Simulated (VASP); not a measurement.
# Co: single point with PBEsol

The system is Co.

```
CELL_PARAMETERS angstrom
0.00000 3.30098 3.30098
3.30098 0.00000 3.30098
3.30098 3.30098 0.00000
ATOMIC_POSITIONS crystal
Co 0.25000 0.25000 0.25000
Co 0.00000 0.00000 0.00000
Co 0.62500 0.62500 0.12500
Co 0.62500 0.12500 0.62500
Co 0.12500 0.62500 0.62500
Co 0.62500 0.62500 0.62500
```

* Program: VASP 6.6.1
* Task: single point
* Functional: PBEsol
* Potentials or basis: VASP PAW PBE potentials, release 64 (Co)
* Cutoff: 520 eV
* k mesh: 6 × 6 × 6
* Occupations: fermi-dirac, width 0.1 eV
* Spin: collinear spin, ferromagnetic start
* Starting moments: [2.5, 2.5, 2.5, 2.5, 2.5, 2.5] μB

```json
{
  "Pressure": "-15.7 GPa",
  "Net moment": "10.52 μB per cell",
  "Site moments": "Co +1.84, +1.74 μB",
  "Valence electrons inside the program's atomic spheres": "Co 7.89, 8.29"
}
```

Levels at points of the mesh, in eV from the Fermi level:
Spin up:
| k point | band 28 | band 29 | band 30 | band 31 | band 32 | band 33 | band 34 | band 35 | band 36 | band 37 |
| --- | --- | --- | --- | --- | --- | --- | --- | --- | --- | --- |
| (0.00, 0.00, 0.00) | -1.22 | -0.37 | -0.37 | -0.37 | 0.98 | 2.53 | 2.53 | 2.53 | 5.97 | 5.97 |
| (0.50, 0.00, 0.00) | -1.36 | -1.36 | -1.11 | -1.11 | -0.37 | 1.67 | 2.12 | 2.12 | 4.86 | 4.86 |
| (0.50, 0.50, 0.00) | -1.57 | -1.39 | -1.39 | -1.37 | -1.37 | 1.06 | 1.06 | 1.69 | 1.69 | 10.85 |
Spin down:
| k point | band 17 | band 18 | band 19 | band 20 | band 21 | band 22 | band 23 | band 24 | band 25 | band 26 |
| --- | --- | --- | --- | --- | --- | --- | --- | --- | --- | --- |
| (0.00, 0.00, 0.00) | -0.70 | -0.70 | -0.41 | -0.41 | 0.20 | 0.20 | 0.20 | 0.62 | 0.62 | 0.62 |
| (0.50, 0.00, 0.00) | -0.54 | -0.54 | -0.46 | -0.46 | -0.20 | -0.15 | -0.15 | 0.14 | 0.19 | 0.35 |
| (0.50, 0.50, 0.00) | -1.21 | -1.21 | -0.35 | -0.35 | -0.10 | -0.10 | 0.02 | 0.02 | 0.42 | 0.42 |

Run time: 110 s on 1 thread of Intel(R) Xeon(R) Platinum 8375C CPU @ 2.90GHz (Ice Lake), on a shared host, peak memory 0.27 GiB.

Caveat: the PAW data sets were made with another functional, which shifts forces and pressure a little.
